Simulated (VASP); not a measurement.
# CdAg (P4/mmm) in VASP: single point with LDA

Aim: the single point of CdAg with LDA.

Program: VASP 6.6.1. These are calculated values, not measurements. Logs are shortened: lines on timing, memory, paths and dates and some standing lists are left out, and cuts for length are marked.

## (1) The cell of the first run

It takes space group P4/mmm (No. 123, tetragonal). The conventional cell has a = 3.330 Å, b = 3.330 Å, c = 3.163 Å, α = 90.00°, β = 90.00°, γ = 90.00°. Cd (site symmetry 4/mmm) has 8 Ag at 2.84 Å and 6 Cd at 3.16 to 3.33 Å within 3.7 Å. Ag (site symmetry 4/mmm) has 8 Cd at 2.84 Å and 6 Ag at 3.16 to 3.33 Å within 3.7 Å.

## (2) Single point, LDA (strain +0.000 along x and y, -0.050 along z)

Input file INCAR:

```
PREC = Accurate ; ENCUT = 520
EDIFF = 1E-7 ; ISMEAR = 0
SIGMA = 0.15 ; LREAL = False
LASPH = True ; NELM = 60
ALGO = Fast ; ISIF = 2
LWAVE = False ; LCHARG = False
GGA = CA ; NBANDS = 18
```

Input file KPOINTS:

```
regular mesh
0
Gamma
  14 14 14
```

Input file POSCAR:

```
CdAg
1.0
    3.3300000000      0.0000000000      0.0000000000
    0.0000000000      3.3300000000      0.0000000000
    0.0000000000      0.0000000000      3.1635000000
Cd Ag
1 1
Direct
    0.5000000000      0.5000000000      0.5000000000
    0.0000000000      0.0000000000      0.0000000000
```

Potentials or basis: VASP PAW LDA potentials, release 64 (Cd, Ag).

Started as:

```console
$ cat potpaw_LDA.64/Cd/POTCAR potpaw_LDA.64/Ag/POTCAR > POTCAR
$ mpirun -np 1 vasp_std > vasp.out
```

OUTCAR:

```text
PREC = Accurate
   ENCUT = 520
   EDIFF = 1E-7
   ISMEAR = 0
   LREAL = False
   LASPH = True
   NELM = 60
   ISIF = 2
   GGA = CA

 ion  position               nearest neighbor table
   1  0.500  0.500  0.500-   2 2.84   2 2.84   2 2.84   2 2.84   2 2.84   2 2.84   2 2.84   2 2.84

   2  0.000  0.000  0.000-   1 2.84   1 2.84   1 2.84   1 2.84   1 2.84   1 2.84   1 2.84   1 2.84

  LATTYP: Found a simple tetragonal cell.
 ALAT       =     3.3300000000
 C/A-ratio  =     0.9500000000

  Lattice vectors:

 A1 = (   3.3300000000,   0.0000000000,   0.0000000000)
 A2 = (   0.0000000000,   3.3300000000,   0.0000000000)
 A3 = (   0.0000000000,   0.0000000000,   3.1635000000)

Analysis of symmetry for initial positions (statically):
=====================================================================
 Subroutine PRICEL returns:
 Original cell was already a primitive cell.

 Routine SETGRP: Setting up the symmetry group for a
 simple tetragonal supercell.

 Subroutine GETGRP returns: Found 16 space group operations
 (whereof 16 operations were pure point group operations)
 out of a pool of 16 trial point group operations.

The static configuration has the point symmetry D_4h.

Analysis of symmetry for dynamics (positions and initial velocities):
=====================================================================
 Subroutine PRICEL returns:
 Original cell was already a primitive cell.

 Routine SETGRP: Setting up the symmetry group for a
 simple tetragonal supercell.

 Subroutine GETGRP returns: Found 16 space group operations
 (whereof 16 operations were pure point group operations)
 out of a pool of 16 trial point group operations.

The dynamic configuration has the point symmetry D_4h.

 Subroutine INISYM returns: Found 16 space group operations
 (whereof 16 operations are pure point group operations),
 and found     1 'primitive' translations

----------------------------------------------------------------------------------------

                                     Primitive cell

  volume of cell :      35.0797

  direct lattice vectors                    reciprocal lattice vectors
     3.330000000  0.000000000  0.000000000     0.300300300  0.000000000  0.000000000
     0.000000000  3.330000000  0.000000000     0.000000000  0.300300300  0.000000000
     0.000000000  0.000000000  3.163500000     0.000000000  0.000000000  0.316105579

  length of vectors
     3.330000000  3.330000000  3.163500000     0.300300300  0.300300300  0.316105579

  position of ions in fractional coordinates (direct lattice)
     0.500000000  0.500000000  0.500000000
     0.000000000  0.000000000  0.000000000

  ion indices of the primitive-cell ions
   primitive index   ion index
                 1           1
                 2           2

----------------------------------------------------------------------------------------

 KPOINTS: regular mesh

Automatic generation of k-mesh.
 Grid dimensions read from file:
 generate k-points for:   14   14   14

 Generating k-lattice:

  Cartesian coordinates                     Fractional coordinates (reciprocal lattice)
     0.021450021  0.000000000  0.000000000     0.071428571  0.000000000  0.000000000
     0.000000000  0.021450021  0.000000000     0.000000000  0.071428571  0.000000000
     0.000000000  0.000000000  0.022578970     0.000000000  0.000000000  0.071428571

  Length of vectors
     0.021450021  0.021450021  0.022578970

  Shift w.r.t. Gamma in fractional coordinates (k-lattice)
     0.000000000  0.000000000  0.000000000

 Subroutine IBZKPT returns following result:
 ===========================================

 Found    288 irreducible k-points:

 Following reciprocal coordinates:
            Coordinates               Weight
  0.000000  0.000000  0.000000      1.000000
  0.071429  0.000000  0.000000      4.000000
  0.142857  0.000000  0.000000      4.000000
  0.214286  0.000000  0.000000      4.000000
  0.285714  0.000000  0.000000      4.000000
  0.357143  0.000000  0.000000      4.000000
[... 16 lines left out ...]
  0.285714  0.214286  0.000000      8.000000
  0.357143  0.214286  0.000000      8.000000
 [... further k-points ...]
   k-points           NKPTS =    288   k-points in BZ     NKDIM =    288   number of bands    NBANDS=     18
   number of dos      NEDOS =    301   number of ions     NIONS =      2
   total plane-waves  NPLWV =  18816
   dimension x,y,z NGX =    28 NGY =   28 NGZ =   24
   dimension x,y,z NGXF=    56 NGYF=   56 NGZF=   48
   ions per type =               1   1
   NGX,Y,Z   is equivalent  to a cutoff of  13.98, 13.98, 12.61 a.u.
   NGXF,Y,Z  is equivalent  to a cutoff of  27.96, 27.96, 25.22 a.u.
 SYSTEM =  unknown system
   PREC   = accura    normal or accurate (medium, high low for compatibility)
   ISTART =      0    job   : 0-new  1-cont  2-samecut
   ICHARG =      2    charge: 1-file 2-atom 10-const
   ISPIN  =      1    spin polarized calculation?
   LNONCOLLINEAR =      F non collinear calculations
   LSORBIT =      F    spin-orbit coupling
   LASPH  =      T    aspherical Exc in radial PAW
   ENCUT  =  520.0 eV  38.22 Ry    6.18 a.u.   6.19  6.19  5.88*2*pi/ulx,y,z
   NELM   =     60;   NELMIN=  2; NELMDL= -5     # of ELM steps
   EDIFF  = 0.1E-06   stopping-criterion for ELM
   LREAL  =      F    real-space projection
   EDIFFG = 0.1E-05   stopping-criterion for IOM
   NSW    =      0    number of steps for IOM
   IBRION =     -1    ionic relax: 0-MD 1-quasi-New 2-CG
   NFREE  =      0    steps in history (QN), initial steepest desc. (CG)
   ISIF   =      2    stress and relaxation
   ISYM   =      2    0-nonsym 1-usesym 2-fastsym
   POTIM  = 0.5000    time-step for ionic-motion
   TEBEG  =    0.0;   TEEND  =   0.0 temperature during run
   PSTRESS=    0.0 pullay stress
   NELECT =      23.0000    total number of electrons
   NUPDOWN=      -1.0000    fix difference up-down
   EMIN   =  10.00;   EMAX   =-10.00  energy-range for DOS
   EFERMI =   0.00;   METHOD = LEGACY
   ISMEAR =     0;   SIGMA  =   0.15  broadening in eV -4-tet -1-fermi 0-gaus
   EFERMI_NEDOS =   21; number of points for ismear=-14 and -15
   IALGO  =     68    algorithm
   IMIX   =      4    mixing-type and parameters
     AMIX     =   0.40;   BMIX     =  1.00
     AMIX_MAG =   1.60;   BMIX_MAG =  1.00
  volume/ion in A,a.u.               =      17.54       118.36
  Fermi-wavevector in a.u.,A,eV,Ry     =   1.422215  2.687597 27.520454  2.022696
  Thomas-Fermi vector in A             =   2.542943
   LORBIT       =      0    0 simple, 1 ext, 2 COOP (PROOUT), +10 PAW based schemes
   GGA     = CA    functional components
   LHFCALC =     F    Hartree Fock is set to
   AEXX    =    0.0000 exact exchange contribution
   IVDW    =     0    specifies the selected vdW correction
   LEPSILON=     F    determine dielectric tensor
   LRPA    =     F    only Hartree local field effects (RPA)
 non-spin polarized calculation
 RMM-DIIS sequential band-by-band and
 Gauss-broadening in eV      SIGMA  =   0.15
  energy-cutoff  :      520.00
  volume of cell :       35.08
 maximum number of plane-waves:       964
 NGX is ok and might be reduce to    28
   NGX = 13   NGY = 13   NGZ = 11

 number of electron      23.0000007 magnetization

 Free energy of the ion-electron system (eV)
  ---------------------------------------------------
  ext. energy  EPLUGINS =         0.00000000
  ---------------------------------------------------
  free energy    TOTEN  =        -5.45618182 eV

  energy without entropy =       -5.45103378  energy(sigma->0) =       -5.45360780

 E-fermi :   6.1776     XC(G=0): -12.4826

 val. band max:        6.1170916750   @ k =   0.5000   0.5000   0.2143
 cond. band min:       6.1884285630   @ k =   0.4286   0.2143   0.3571
 fundamental gap:      0.0713368880
 Fermi energy:         6.1775510120

 k-point     1 :       0.0000    0.0000    0.0000
  band No.  band energies     occupation
      1      -3.4774      2.00000
      2      -3.4152      2.00000
      3      -3.0669      2.00000
      4      -2.6968      2.00000
      5      -2.5872      2.00000
      6      -2.5872      2.00000
[... 10 lines left out ...]
     17      18.2847      0.00000
     18      22.9922      0.00000

 k-point     2 :       0.0714    0.0000    0.0000
  band No.  band energies     occupation
      1      -3.4636      2.00000
      2      -3.3898      2.00000
      3      -2.9858      2.00000
      4      -2.7013      2.00000
      5      -2.5923      2.00000
      6      -2.5807      2.00000
[... 10 lines left out ...]
     17      18.2895      0.00000
     18      22.7185      0.00000

 k-point     3 :       0.1429    0.0000    0.0000
  band No.  band energies     occupation
      1      -3.4268      2.00000
      2      -3.3198      2.00000
      3      -2.7408      2.00000
      4      -2.7136      2.00000
      5      -2.6066      2.00000
      6      -2.5622      2.00000
[... 10 lines left out ...]
     17      18.8983      0.00000
     18      22.0463      0.00000

 k-point     4 :       0.2143    0.0000    0.0000
  band No.  band energies     occupation
      1      -3.3746      2.00000
      2      -3.2196      2.00000
      3      -2.7313      2.00000
      4      -2.6270      2.00000
      5      -2.5352      2.00000
      6      -2.3358      2.00000
[... 10 lines left out ...]
     17      20.8928      0.00000
     18      21.2738      0.00000

 k-point     5 :       0.2857    0.0000    0.0000
  band No.  band energies     occupation
      1      -3.3158      2.00000
      2      -3.1082      2.00000
      3      -2.7505      2.00000
      4      -2.6495      2.00000
      5      -2.5046      2.00000
      6      -1.7883      2.00000
[... 10 lines left out ...]
     17      20.4773      0.00000
     18      20.5726      0.00000

 k-point     6 :       0.3571    0.0000    0.0000
  band No.  band energies     occupation
      1      -3.2615      2.00000
      2      -3.0070      2.00000
      3      -2.7676      2.00000
      4      -2.6695      2.00000
      5      -2.4766      2.00000
      6      -1.1402      2.00000
[... 10 lines left out ...]
     17      19.2061      0.00000
     18      19.6969      0.00000

 k-point     7 :       0.4286    0.0000    0.0000
  band No.  band energies     occupation
      1      -3.2229      2.00000
      2      -2.9363      2.00000
      3      -2.7792      2.00000
      4      -2.6833      2.00000
      5      -2.4569      2.00000
      6      -0.5032      2.00000
[... 10 lines left out ...]
     17      18.4434      0.00000
     18      19.0360      0.00000

 k-point     8 :       0.5000    0.0000    0.0000
  band No.  band energies     occupation
      1      -3.2089      2.00000
      2      -2.9109      2.00000
      3      -2.7834      2.00000
      4      -2.6882      2.00000
      5      -2.4498      2.00000
      6      -0.1889      2.00000
[... 10 lines left out ...]
     17      18.0684      0.00000
     18      18.3494      0.00000
[... 229 lines left out ...]
     17      19.8208      0.00000
     18      20.6565      0.00000

 k-point    20 :       0.4286    0.1429    0.0000
  band No.  band energies     occupation
      1      -3.2118      2.00000
      2      -2.9497      2.00000
      3      -2.8188      2.00000
      4      -2.7245      2.00000
      5      -2.5419      2.00000
      6      -0.2058      2.00000
[... 10 lines left out ...]
     17      19.4463      0.00000
     18      19.9305      0.00000

 k-point    21 :       0.5000    0.1429    0.0000
  band No.  band energies     occupation
      1      -3.2008      2.00000
      2      -2.9548      2.00000
      3      -2.7956      2.00000
      4      -2.7284      2.00000
      5      -2.5436      2.00000
      6       0.1618      2.00000
[... 10 lines left out ...]
     17      18.8161      0.00000
     18      19.7437      0.00000

 k-point    22 :       0.2143    0.2143    0.0000
  band No.  band energies     occupation
      1      -3.3005      2.00000
      2      -2.9924      2.00000
      3      -2.9470      2.00000
      4      -2.7045      2.00000
      5      -2.5503      2.00000
      6      -1.5457      2.00000
[... 10 lines left out ...]
     17      20.7850      0.00000
     18      21.6108      0.00000

 k-point    23 :       0.2857    0.2143    0.0000
  band No.  band energies     occupation
      1      -3.2658      2.00000
      2      -3.0152      2.00000
      3      -2.8650      2.00000
      4      -2.7349      2.00000
      5      -2.5747      2.00000
      6      -1.0431      2.00000
[... 10 lines left out ...]
     17      20.9440      0.00000
     18      21.3905      0.00000

 k-point    24 :       0.3571    0.2143    0.0000
  band No.  band energies     occupation
      1      -3.2358      2.00000
      2      -3.0668      2.00000
      3      -2.7563      2.00000
      4      -2.7555      2.00000
      5      -2.6038      2.00000
      6      -0.5003      2.00000
[... 10 lines left out ...]
     17      20.3165      0.00000
     18      20.9694      0.00000

 [... further k-points ...]
[... 5 lines left out ...]
  --------------------------------------------------------------------------------------
  -------------------------------------------------------------------------------------
  Total       -0.1051744     -0.1051744      0.0645028      0.0000000      0.0000000      0.0000000
  in kB       -4.8035709     -4.8035709      2.9460018      0.0000000      0.0000000      0.0000000
  external PRESSURE =      -2.2203800 kB  Pullay stress =       0.0000000 kB

 VOLUME and BASIS-vectors are now :
 -----------------------------------------------------------------------------
  energy-cutoff  :      520.00
  volume of cell :       35.08
      direct lattice vectors                 reciprocal lattice vectors
     3.330000000  0.000000000  0.000000000     0.300300300  0.000000000  0.000000000
     0.000000000  3.330000000  0.000000000     0.000000000  0.300300300  0.000000000
     0.000000000  0.000000000  3.163500000     0.000000000  0.000000000  0.316105579

 POSITION                                       TOTAL-FORCE (eV/Angst)
 -----------------------------------------------------------------------------------
      1.66500      1.66500      1.58175         0.000000      0.000000      0.000000
      0.00000      0.00000      0.00000         0.000000      0.000000      0.000000
 -----------------------------------------------------------------------------------
    total drift:                                0.000000      0.000000      0.000000

  FREE ENERGIE OF THE ION-ELECTRON SYSTEM (eV)
  ---------------------------------------------------
  free  energy   TOTEN  =        -5.4561818246 eV

  energy  without entropy=       -5.4510337755  energy(sigma->0) =       -5.45360780
```

Wall time 3.3 min (1 thread of Oxide Virtual Turin-like, shared host); peak memory 0.25 GiB.

Results:

| Property | Result |
| --- | --- |
| Free energy | -5.4562 eV |
| Pressure | -0.2 GPa |

Stress tensor (GPa, compression positive):
```
-0.48  0.00  0.00
 0.00 -0.48  0.00
 0.00  0.00  0.29
```

Caveat: the cell differs from its parent crystal (strain +0.000 along x and y, -0.050 along z).
